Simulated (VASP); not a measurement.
A run of VASP 6.6.1:

File INCAR:

```
SYSTEM = NaGa12O18
PREC = Accurate
ENCUT = 520
EDIFF = 1E-6
ISMEAR = -1
SIGMA = 0.01
LREAL = Auto
LASPH = .True.
NELM = 120
ALGO = Normal
ISIF = 2
LWAVE = .False.
LCHARG = .True.
GGA = PE
LELF = .True.
LVHAR = .True.
NBANDS = 156
NELECT = 270.0
GGA_COMPAT = .False.
ISYM = -1
```

Contents of KPOINTS:

```
explicit points
1
Reciprocal
  0.25000000   0.25000000   0.25000000 1
```

Contents of POSCAR:

```
NaGa12O18
1.0
    0.0000000000      9.2496621800      0.0000000000
   -1.3977182400      0.0000000000      5.7085775500
    6.2279771500     -1.5416103600      0.0067278600
Ga O Na
12 18 1
Direct
    0.1154175744      0.6438400743      0.6869949765
    0.2243252394      0.3180955735      0.3040714408
    0.3207523773      0.1993494158      0.8377701441
    0.0215692359      0.7712720384      0.1407217745
    0.4471201743      0.6819069201      0.6805231680
    0.5551343935      0.3041241168      0.3211859609
    0.6338032841      0.2015255769      0.8085209456
    0.3655082440      0.7889743934      0.1800706511
    0.7729914269      0.6847756381      0.6788437558
    0.8777696299      0.3193295834      0.3135186171
    0.9697341517      0.1940169558      0.8643405247
    0.6933845734      0.7892553784      0.1788779264
    0.1733937055      0.7246846656      0.0027329862
    0.1722455219      0.2604630910      0.9850452025
    0.2713679161      0.4079673002      0.6415158952
    0.0552810946      0.5721779249      0.3454209080
    0.0402236572      0.1052984757      0.2419023969
    0.2805557736      0.8817419275      0.6820634811
    0.5002321950      0.7343611152      0.0041059761
    0.5098930255      0.2570183909      1.0011480683
    0.6052378633      0.4338507696      0.6476408049
    0.3906222888      0.5596500146      0.3469885938
    0.3867928861      0.1033263866      0.3210989904
    0.6074980996      0.8893071721      0.6636645825
    0.8239941161      0.7319734364     -0.0031400849
    0.8196793927      0.2731712248      0.9955436981
    0.9516684118      0.4000237545      0.6506341306
    0.7267550746      0.5633065663      0.3534232399
    0.7234043496      0.1010947222      0.3330834213
    0.9489877435      0.8777479593      0.7013679125
    1.0840613262      1.0510412164      0.5491653866
```

Potentials or basis: VASP PAW PBE potentials, release 64 (Ga_d, O, Na_pv).

The run is started by

```sh
$ cat potpaw_PBE.64/Ga_d/POTCAR potpaw_PBE.64/O/POTCAR potpaw_PBE.64/Na_pv/POTCAR > POTCAR
$ mpirun -np 1 vasp_std > vasp.out
```

Hardware: 1 thread of Intel(R) Xeon(R) Platinum 8259CL CPU @ 2.50GHz (Skylake/Cascade Lake), with other jobs on the host.

Task: How long does it take, and how much memory?

Result: It took 2.6 min on 1 thread of Intel(R) Xeon(R) Platinum 8259CL CPU @ 2.50GHz (Skylake/Cascade Lake) (shared host), peak memory 0.39 GiB. Counts: scf iterations 18, k points 1.
